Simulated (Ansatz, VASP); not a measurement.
Zn in VASP and in Ansatz

The input INCAR:

```
PREC = Accurate
ENCUT = 520
EDIFF = 1E-6
ISMEAR = 0
SIGMA = 0.15
LREAL = False
LASPH = True
NELM = 100
ALGO = Fast
ISIF = 2
LWAVE = False
LCHARG = False
GGA = PE
NBANDS = 12
```

KPOINTS

```
regular mesh
0
Gamma
  22 22 22
```

File POSCAR:

```
Zn
1.0
    0.9176174556      2.6102222065      2.6102222065
    2.6102222065      0.9176174556      2.6102222065
    2.6102222065      2.6102222065      0.9176174556
Zn
1
Direct
    0.0000000000      0.0000000000      0.0000000000
```

Input for Ansatz:

```yaml
crystal:
  lattice:
    - [0.9176174556, 2.6102222065, 2.6102222065]
    - [2.6102222065, 0.9176174556, 2.6102222065]
    - [2.6102222065, 2.6102222065, 0.9176174556]
  atoms:
    - { symbol: Zn, position: [0.0, 0.0, 0.0] }
basis:
  ecutwfc: 520.0
kpoints:
  mp_grid: { grid: [22, 22, 22] }
hamiltonian:
  xc: pbe
scf:
  occupations: { method: gaussian, width: 0.15 }
output:
  forces: true
  stress: true
  eigenvalues: true
```

Alike in both runs: task single point; functional PBE; k mesh 22 × 22 × 22; occupations gaussian, width 0.15 eV; no spin polarisation.

|  | VASP | Ansatz |
| --- | --- | --- |
| version | VASP 6.6.1 | Ansatz 0.2.0 |
| potentials or method | VASP PAW PBE potentials, release 64 (Zn), cutoff 520 eV | scalar-relativistic, plane waves, PAW |
| valence electrons in the cell | 12 | 12 |

```tsv
	VASP	Ansatz	Ansatz less VASP
gap on the k mesh at the Fermi level (eV)	none	none	-
pressure (GPa)	13.0	13.3	+0.25
traceless stress, the component that is largest in VASP (GPa)	-9.20	-8.94	+0.256
```

A gap of «none» marks a metal or a gap that the smearing closes.
